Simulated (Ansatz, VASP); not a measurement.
Two plane-wave programs on Mn3Sb

Contents of INCAR:

```
SYSTEM = Mn3Sb
  PREC = Accurate
  ENCUT = 600
  EDIFF = 1E-6
  ISMEAR = 0
  SIGMA = 0.1
  LREAL = .FALSE.
  LASPH = .TRUE.
  NELM = 150
  ALGO = Normal
  ISIF = 3
  LWAVE = .FALSE.
  LCHARG = .FALSE.
  ISPIN = 2
  MAGMOM = -0.51 -0.51 3.11 0
  LORBIT = 11
  LMAXMIX = 4
  GGA = PS
  IBRION = 2
  NSW = 100
  EDIFFG = -0.05
```

Contents of KPOINTS:

```
Automatic mesh
0
G
  6 6 6
  0 0 0
```

Contents of POSCAR:

```
Mn3Sb
1.0
    0.0000000000      2.9941220000      2.9941220000
    2.9941220000      0.0000000000      2.9941220000
    2.9941220000      2.9941220000      0.0000000000
Mn Sb
3 1
Direct
    0.7500000000      0.7500000000      0.7500000000
    0.2500000000      0.2500000000      0.2500000000
    0.0000000000      0.0000000000      0.0000000000
    0.5000000000      0.5000000000      0.5000000000
```

Input for Ansatz:

```yaml
crystal:
  lattice:
    - [0.0, 2.994122, 2.994122]
    - [2.994122, 0.0, 2.994122]
    - [2.994122, 2.994122, 0.0]
  atoms:
    - { symbol: Mn, position: [0.75, 0.75, 0.75], spin: -0.51 }
    - { symbol: Mn, position: [0.25, 0.25, 0.25], spin: -0.51 }
    - { symbol: Mn, position: [0.0, 0.0, 0.0], spin: 3.11 }
    - { symbol: Sb, position: [0.5, 0.5, 0.5] }
basis:
  ecutwfc: 420
kpoints:
  mp_grid: { grid: [6, 6, 6] }
hamiltonian:
  xc: pbesol
scf:
  occupations: { method: gaussian, width: 0.1 }
output:
  forces: true
  stress: true
  eigenvalues: true
  populations: true
magnetization:
  spin_polarized: true
relax:
  adjacent_minimum: "off"
  f_tol: 0.05
  max_steps: 80
  cell: { stress_tol: 0.5 }
```

Alike in both runs: task relaxation of cell and atoms; functional PBEsol; k mesh 6 × 6 × 6; occupations gaussian, width 0.1 eV; collinear spin.

```csv
,VASP,Ansatz
version,VASP 6.6.1,Ansatz 0.2.0
potentials or method,"VASP PAW PBE potentials, release 64 (Mn_pv, Sb), cutoff 600 eV","scalar-relativistic, plane waves, PAW"
valence electrons in the cell,44,60
```

|  | VASP | Ansatz | Ansatz less VASP |
| --- | --- | --- | --- |
| gap on the k mesh at the Fermi level, each at its own relaxed structure (eV) | none | none | - |
| net moment per atom (μB) | 0.51 | 0.51 | 0.000 |
| size of the moment on the site where the two differ most (μB) | 2.70 | 2.64 | -0.057 |
| relaxed volume (Å³/atom) | 12.80 | 12.79 | -0.014 |
| relaxed length of the cell vector where the two differ most in proportion (Å) | 4.168 | 4.167 | -0.0015 |

VASP's potentials were made for PBE, not for PBEsol. Site moments also hang on the region over which each program counts them. A gap of «none» marks a metal or a gap that the smearing closes. VASP's potentials hold 44 valence electrons a cell and Ansatz's 60, so a difference there can come from the potentials and not from the codes.

Neither program's run includes spin-orbit coupling.
